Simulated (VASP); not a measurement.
Wanted: the native input for a VASP 6.6.1 run.

- Task: single point
- Functional: r2SCAN
- Potentials or basis: VASP PAW PBE potentials, release 64 (Al, P)
- Cutoff: 550 eV
- k mesh: 1 × 1 × 1
- Occupations: fermi-dirac, width 0.05 eV
- Spin: no spin polarisation
- Dipole correction: no
- Further INCAR settings: LREAL = Auto; ALGO = Normal; EDIFF = 1e-06; NBANDS = 166

The system is AlP.

```xyz
64
Lattice="10.9400 0.0000 0.0000 0.0000 10.9400 0.0000 0.0000 0.0000 10.9400" Properties=species:S:1:pos:R:3 pbc="T T T"
Al    0.0000    0.0000    0.0000
Al    0.0000    0.0000    5.4700
Al    0.0000    5.4700    0.0000
Al    0.0000    5.4700    5.4700
Al    5.4700    0.0000    0.0000
Al    5.4700    0.0000    5.4700
Al    5.4700    5.4700    0.0000
Al    5.4700    5.4700    5.4700
Al    2.7350    2.7350    0.0000
Al    2.7350    2.7350    5.4700
Al    2.7350    8.2050    0.0000
Al    2.7350    8.2050    5.4700
Al    8.2050    2.7350    0.0000
Al    8.2050    2.7350    5.4700
Al    8.2050    8.2050    0.0000
Al    8.2050    8.2050    5.4700
Al    2.7350    0.0000    2.7350
Al    2.7350    0.0000    8.2050
Al    2.7350    5.4700    2.7350
Al    2.7350    5.4700    8.2050
Al    8.2050    0.0000    2.7350
Al    8.2050    0.0000    8.2050
Al    8.2050    5.4700    2.7350
Al    8.2050    5.4700    8.2050
Al    0.0000    2.7350    2.7350
Al    0.0000    2.7350    8.2050
Al    0.0000    8.2050    2.7350
Al    0.0000    8.2050    8.2050
Al    5.4700    2.7350    2.7350
Al    5.4700    2.7350    8.2050
Al    5.4700    8.2050    2.7350
Al    5.4700    8.2050    8.2050
P     1.3675    1.3675    1.3675
P     1.3675    1.3675    6.8375
P     1.3675    6.8375    1.3675
P     1.3675    6.8375    6.8375
P     6.8375    1.3675    1.3675
P     6.8375    1.3675    6.8375
P     6.8375    6.8375    1.3675
P     6.8375    6.8375    6.8375
P     4.1025    4.1025    1.3675
P     4.1025    4.1025    6.8375
P     4.1025    9.5725    1.3675
P     4.1025    9.5725    6.8375
P     9.5725    4.1025    1.3675
P     9.5725    4.1025    6.8375
P     9.5725    9.5725    1.3675
P     9.5725    9.5725    6.8375
P     4.1025    1.3675    4.1025
P     4.1025    1.3675    9.5725
P     4.1025    6.8375    4.1025
P     4.1025    6.8375    9.5725
P     9.5725    1.3675    4.1025
P     9.5725    1.3675    9.5725
P     9.5725    6.8375    4.1025
P     9.5725    6.8375    9.5725
P     1.3675    4.1025    4.1025
P     1.3675    4.1025    9.5725
P     1.3675    9.5725    4.1025
P     1.3675    9.5725    9.5725
P     6.8375    4.1025    4.1025
P     6.8375    4.1025    9.5725
P     6.8375    9.5725    4.1025
P     6.8375    9.5725    9.5725
```

One way to write it, as run:

POSCAR

```
AlP
1.0
   10.9400000000      0.0000000000      0.0000000000
    0.0000000000     10.9400000000      0.0000000000
    0.0000000000      0.0000000000     10.9400000000
Al P
32 32
Direct
    0.0000000000      0.0000000000      0.0000000000
    0.0000000000      0.0000000000      0.5000000000
    0.0000000000      0.5000000000      0.0000000000
    0.0000000000      0.5000000000      0.5000000000
    0.5000000000      0.0000000000      0.0000000000
    0.5000000000      0.0000000000      0.5000000000
    0.5000000000      0.5000000000      0.0000000000
    0.5000000000      0.5000000000      0.5000000000
    0.2500000000      0.2500000000      0.0000000000
    0.2500000000      0.2500000000      0.5000000000
    0.2500000000      0.7500000000      0.0000000000
    0.2500000000      0.7500000000      0.5000000000
    0.7500000000      0.2500000000      0.0000000000
    0.7500000000      0.2500000000      0.5000000000
    0.7500000000      0.7500000000      0.0000000000
    0.7500000000      0.7500000000      0.5000000000
    0.2500000000      0.0000000000      0.2500000000
    0.2500000000      0.0000000000      0.7500000000
    0.2500000000      0.5000000000      0.2500000000
    0.2500000000      0.5000000000      0.7500000000
    0.7500000000      0.0000000000      0.2500000000
    0.7500000000      0.0000000000      0.7500000000
    0.7500000000      0.5000000000      0.2500000000
    0.7500000000      0.5000000000      0.7500000000
    0.0000000000      0.2500000000      0.2500000000
    0.0000000000      0.2500000000      0.7500000000
    0.0000000000      0.7500000000      0.2500000000
    0.0000000000      0.7500000000      0.7500000000
    0.5000000000      0.2500000000      0.2500000000
    0.5000000000      0.2500000000      0.7500000000
    0.5000000000      0.7500000000      0.2500000000
    0.5000000000      0.7500000000      0.7500000000
    0.1250000000      0.1250000000      0.1250000000
    0.1250000000      0.1250000000      0.6250000000
    0.1250000000      0.6250000000      0.1250000000
    0.1250000000      0.6250000000      0.6250000000
    0.6250000000      0.1250000000      0.1250000000
    0.6250000000      0.1250000000      0.6250000000
    0.6250000000      0.6250000000      0.1250000000
    0.6250000000      0.6250000000      0.6250000000
    0.3750000000      0.3750000000      0.1250000000
    0.3750000000      0.3750000000      0.6250000000
    0.3750000000      0.8750000000      0.1250000000
    0.3750000000      0.8750000000      0.6250000000
    0.8750000000      0.3750000000      0.1250000000
    0.8750000000      0.3750000000      0.6250000000
    0.8750000000      0.8750000000      0.1250000000
    0.8750000000      0.8750000000      0.6250000000
    0.3750000000      0.1250000000      0.3750000000
    0.3750000000      0.1250000000      0.8750000000
    0.3750000000      0.6250000000      0.3750000000
    0.3750000000      0.6250000000      0.8750000000
    0.8750000000      0.1250000000      0.3750000000
    0.8750000000      0.1250000000      0.8750000000
    0.8750000000      0.6250000000      0.3750000000
    0.8750000000      0.6250000000      0.8750000000
    0.1250000000      0.3750000000      0.3750000000
    0.1250000000      0.3750000000      0.8750000000
    0.1250000000      0.8750000000      0.3750000000
    0.1250000000      0.8750000000      0.8750000000
    0.6250000000      0.3750000000      0.3750000000
    0.6250000000      0.3750000000      0.8750000000
    0.6250000000      0.8750000000      0.3750000000
    0.6250000000      0.8750000000      0.8750000000
```

INCAR.step1

```
SYSTEM = AlP
PREC = Accurate
ENCUT = 550
ISMEAR = -1
SIGMA = 0.05
LREAL = Auto
LASPH = .True.
NELM = 120
NBANDS = 166
GGA = PE
ALGO = Normal
EDIFF = 1E-5
LWAVE = .True.
LCHARG = .False.
GGA_COMPAT = .False.
```

INCAR.step2

```
SYSTEM = AlP
PREC = Accurate
ENCUT = 550
EDIFF = 1E-6
ISMEAR = -1
SIGMA = 0.05
LREAL = Auto
LASPH = .True.
NELM = 120
ALGO = Normal
ISIF = 2
LWAVE = .False.
LCHARG = .True.
METAGGA = R2SCAN
LMIXTAU = .True.
LELF = .True.
LVHAR = .True.
NBANDS = 166
ISTART = 1
GGA_COMPAT = .False.
```

KPOINTS

```
Automatic mesh
0
Gamma
  1 1 1
  0 0 0
```

Potentials or basis: VASP PAW PBE potentials, release 64 (Al, P).

The run is started by

```console
$ cat potpaw_PBE.64/Al/POTCAR potpaw_PBE.64/P/POTCAR > POTCAR
$ cp INCAR.step1 INCAR
$ mpirun -np 1 vasp_gam > vasp.out
$ cp INCAR.step2 INCAR
$ mpirun -np 1 vasp_gam > vasp.out
```

Results of the run:

| Quantity | Value |
| --- | --- |
| Pressure | 0.5 GPa |
| Band gap on the k mesh | 1.90 eV |

Caveat: the k points lie up to 0.57 Å⁻¹ apart; the PAW data sets were made with another functional, which shifts forces and pressure a little; an odd mesh through Γ misses points on the zone boundary, where band edges can lie.

Run time: 38 min on 1 thread of Oxide Virtual Turin-like Processor (shared host), peak memory 1.2 GiB.
